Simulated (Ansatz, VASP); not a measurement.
# One calculation of CsBr, two programs

```xyz
2
Lattice="4.3893 0.0000 0.0000 0.0000 4.3893 0.0000 0.0000 0.0000 4.3893" Properties=species:S:1:pos:R:3 pbc="T T T"
Cs    0.0000    0.0000    0.0000
Br    2.1947    2.1947    2.1947
```

Alike in both runs: task relaxation of cell and atoms; functional PBE; k mesh 7 × 7 × 7; occupations fermi-dirac, width 0.02 eV; no spin polarisation.

|  | VASP | Ansatz |
| --- | --- | --- |
| version | VASP 6.6.1 | Ansatz 0.2.0 |
| potentials or method | VASP PAW PBE potentials, release 64 (Cs_sv, Br), cutoff 500 eV | all-electron LAPW, scalar-relativistic |

|  | VASP | Ansatz | Ansatz less VASP |
| --- | --- | --- | --- |
| gap on the k mesh at the Fermi level, each at its own relaxed structure (eV) | 4.26 | 4.27 | +0.016 |
| relaxed volume (Å³/atom) | 42.34 | 42.28 | -0.057 |
| relaxed cell length with the largest relative difference (Å) | 4.391 | 4.389 | -0.0020 |

Ansatz ran all-electron here, and VASP with PAW potentials.

Neither program's run includes spin-orbit coupling.
